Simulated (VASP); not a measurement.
As: single point with RPBE

Crystal: As.

```
As
1.0
    -1.64708    1.64708    1.64708
     1.64708   -1.64708    1.64708
     1.64708    1.64708   -1.64708
As
1
Cartesian
  0.0000 0.0000 0.0000
```

This cell differs from its parent crystal: volume scaled by 0.92.

- Program: VASP 6.6.1
- Task: single point
- Functional: RPBE
- Potentials or basis: VASP PAW PBE potentials, release 64 (As)
- Cutoff: 520 eV
- k mesh: 15 × 15 × 15
- Occupations: fermi-dirac, width 0.1 eV
- Spin: no spin polarisation
- Dipole correction: no
- Further INCAR settings: ALGO = Normal; EDIFF = 1e-07; NBANDS = 8

```yaml
Pressure: 7.5 GPa
```

Levels at points of the mesh, in eV from the Fermi level:
```csv
k point,band 1,band 2,band 3,band 4,band 5,band 6,band 7
"(0.00, 0.00, 0.00)",-15.63,6.48,6.48,6.48,13.30,13.30,13.30
```

It took 5 s on 1 thread of Intel(R) Xeon(R) 6975P-C (Granite Rapids), on a shared host, peak memory 0.14 GiB.

Caveat: the PAW data sets were made with another functional, which shifts forces and pressure a little.
